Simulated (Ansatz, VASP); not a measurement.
## One calculation of Cs2AgBiBr6, two programs

File INCAR:

```
SYSTEM = Cs2AgBiBr6
PREC = Accurate
ENCUT = 520
EDIFF = 1E-6
ISMEAR = 0
SIGMA = 0.01
LREAL = .FALSE.
LASPH = .TRUE.
NELM = 60
ALGO = Normal
ISIF = 2
LWAVE = .FALSE.
LCHARG = .TRUE.
GGA = PE
LELF = .TRUE.
LVHAR = .TRUE.
NBANDS = 54
```

The input KPOINTS:

```
Automatic mesh
0
G
  4 4 4
  0 0 0
```

Contents of POSCAR:

```
Cs2AgBiBr6
1.0
    0.0000000000      5.6728028979      5.6728028979
    5.6728028979      0.0000000000      5.6728028979
    5.6728028979      5.6728028979      0.0000000000
Cs Ag Bi Br
2 1 1 6
Direct
    0.2500000000      0.2500000000      0.2500000000
    0.7500000000      0.7500000000      0.7500000000
    0.5000000000      0.5000000000      0.5000000000
    0.0000000000      0.0000000000      0.0000000000
    0.2518243557      0.7481756443      0.2518243557
    0.2518243557      0.7481756443      0.7481756443
    0.7481756443      0.2518243557      0.7481756443
    0.7481756443      0.2518243557      0.2518243557
    0.2518243557      0.2518243557      0.7481756443
    0.7481756443      0.7481756443      0.2518243557
```

Input for Ansatz:

```yaml
crystal:
  lattice:
    - [0.0, 5.6728028979, 5.6728028979]
    - [5.6728028979, 0.0, 5.6728028979]
    - [5.6728028979, 5.6728028979, 0.0]
  atoms:
    - { symbol: Cs, position: [0.25, 0.25, 0.25] }
    - { symbol: Cs, position: [0.75, 0.75, 0.75] }
    - { symbol: Ag, position: [0.5, 0.5, 0.5] }
    - { symbol: Bi, position: [0.0, 0.0, 0.0] }
    - { symbol: Br, position: [0.2518243557, 0.7481756443, 0.2518243557] }
    - { symbol: Br, position: [0.2518243557, 0.7481756443, 0.7481756443] }
    - { symbol: Br, position: [0.7481756443, 0.2518243557, 0.7481756443] }
    - { symbol: Br, position: [0.7481756443, 0.2518243557, 0.2518243557] }
    - { symbol: Br, position: [0.2518243557, 0.2518243557, 0.7481756443] }
    - { symbol: Br, position: [0.7481756443, 0.7481756443, 0.2518243557] }
kpoints:
  mp_grid: { grid: [4, 4, 4] }
  band_path:
    path:
      - [0.0, 0.0, 0.0]
      - [0.5, 0.0, 0.5]
      - [0.625, 0.25, 0.625]
      - [0.375, 0.375, 0.75]
      - [0.5, 0.5, 0.5]
      - [0.5, 0.25, 0.75]
      - [0.0, 0.5, 0.5]
      - [0.0, 0.0, 0.5]
      - [0.5, 0.4, 0.6]
    npoints: 1
hamiltonian:
  xc: pbe
scf:
  occupations: { method: fixed }
  n_extra_bands: 6
output:
  forces: true
  stress: true
  eigenvalues: true
```

Alike in both runs: task single point; functional PBE; k mesh 4 × 4 × 4; no spin polarisation.

```csv
,VASP,Ansatz
version,VASP 6.6.1,Ansatz 0.2.0
potentials or method,"VASP PAW PBE potentials, release 64 (Cs_sv, Ag, Bi_d, Br)","plane waves, PAW"
plane-wave cutoff (eV),520,420
occupations,"gaussian, width 0.01 eV",fixed
valence electrons in the cell,86,94
```

|  | VASP | Ansatz | Ansatz less VASP |
| --- | --- | --- | --- |
| gap on the k mesh at the Fermi level (eV) | 1.28 | 1.28 | -0.005 |
| pressure (GPa) | 0.8 | 0.8 | 0.00 |
| rms of the force components (eV/Å) | 0.028 | 0.026 | -0.0015 |

Atom by atom the forces differ by 0.002 eV/Å (rms over components). VASP's potentials hold 86 valence electrons a cell and Ansatz's 94, so a difference there can come from the potentials and not from the codes.

Neither program's run includes spin-orbit coupling.
